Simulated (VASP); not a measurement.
ZnS: single point with PBE

Crystal: ZnS.

```
CELL_PARAMETERS angstrom
3.76820 0.00000 0.00000
-1.88410 3.26336 0.00000
0.00000 0.00000 12.33308
ATOMIC_POSITIONS crystal
Zn 0.00000 0.00000 0.00005
Zn 0.00000 0.00000 0.50005
Zn 0.33333 0.66667 0.25002
Zn 0.66667 0.33333 0.75002
S 0.00000 0.00000 0.18729
S 0.00000 0.00000 0.68729
S 0.33333 0.66667 0.43764
S 0.66667 0.33333 0.93764
```

* Program: VASP 6.6.1
* Task: single point
* Functional: PBE
* Potentials or basis: VASP PAW PBE potentials, release 64 (Zn, S)
* Cutoff: 520 eV
* k mesh: 6 × 6 × 2
* Occupations: gaussian, width 0.01 eV
* Spin: no spin polarisation
* Dipole correction: no
* Further INCAR settings: ALGO = Normal; EDIFF = 1e-06; NBANDS = 46

```json
{"Pressure": "5.1 GPa", "Largest force": "0.016 eV/Å", "Band gap on the k mesh": "2.33 eV"}
```

Forces in eV/Å, atoms in the order of the input:
```
Zn   0.000  0.000  0.016
Zn   0.000  0.000  0.016
Zn   0.000  0.000  0.010
Zn   0.000  0.000  0.010
S    0.000  0.000 -0.014
S    0.000  0.000 -0.014
S    0.000  0.000 -0.012
S    0.000  0.000 -0.012
```

Levels at points of the mesh, in eV from the valence-band top:
| k point | band 34 | band 35 | band 36 | band 37 | band 38 | band 39 |
| --- | --- | --- | --- | --- | --- | --- |
| (0.00, 0.00, 0.00) | -0.04 | 0.00 | 0.00 | 2.33 | 3.27 | 3.50 |
| (0.50, 0.00, 0.00) | -1.68 | -1.19 | -0.93 | 3.33 | 3.34 | 3.75 |
| (0.00, 0.00, 0.50) | -0.15 | -0.15 | -0.15 | 3.17 | 3.17 | 3.41 |
| (0.50, 0.00, 0.50) | -1.60 | -1.18 | -1.18 | 3.68 | 3.68 | 4.07 |

It took 110 s on 1 thread of Intel(R) Xeon(R) Platinum 8488C (Sapphire Rapids), on a shared host, peak memory 0.28 GiB.

Caveat: the cell stands under pressure.
